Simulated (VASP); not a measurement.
Input of a VASP 6.6.1 run:

INCAR

```
SYSTEM = PbSe
PREC = Accurate
ENCUT = 500
EDIFF = 1E-7
ISMEAR = 0
SIGMA = 0.01
LREAL = .False.
LASPH = .True.
NELM = 120
ALGO = Normal
ISIF = 3
LWAVE = .False.
LCHARG = .False.
GGA = RE
IVDW = 13
IBRION = 2
NSW = 80
EDIFFG = -0.01
PSTRESS = 200.0
GGA_COMPAT = .False.
NELMIN = 4
```

Contents of KPOINTS:

```
Automatic mesh
0
Gamma
  7 7 7
  0 0 0
```

The input POSCAR:

```
PbSe
1.0
    0.0000000000      3.0606500000      3.0606500000
    3.0606500000      0.0000000000      3.0606500000
    3.0606500000      3.0606500000      0.0000000000
Pb Se
1 1
Direct
    0.0000000000      0.0000000000      0.0000000000
    0.5000000000      0.5000000000      0.5000000000
```

Potentials or basis: VASP PAW PBE potentials, release 64 (Pb_d, Se).

The run is started by

```console
$ cat potpaw_PBE.64/Pb_d/POTCAR potpaw_PBE.64/Se/POTCAR > POTCAR
$ mpirun -np 1 vasp_std > vasp.out
```

**Question.** What does it give for the relaxed cell?

**Answer.** a = 4.005 Å, b = 4.005 Å, c = 4.005 Å, α = 60.00°, β = 60.00°, γ = 60.00°.

**Question.** What does it give for the dispersion energy per atom?

**Answer.** -0.780 eV.

**Question.** What does it give for the relaxed volume?

**Answer.** 22.71 Å³/atom.

The path:
```
step  energy change (eV)  largest force (eV/Å)  pressure (GPa)  volume (Å³)
   1              0.0000                0.0000            0.25        57.34
   2              4.5501                0.0000           98.13        32.73
   3              0.5146                0.0000           17.71        46.27
   4              0.5837                0.0000           19.30        45.67
   5              0.6148                0.0000           20.01        45.42
```

Caveat: the cell is relaxed towards a set pressure, so the run minimises the enthalpy, not the energy; the volume moved by over 15 % at a fixed basis, so the end points are rough; the PAW data sets were made with another functional, which shifts forces and pressure a little.
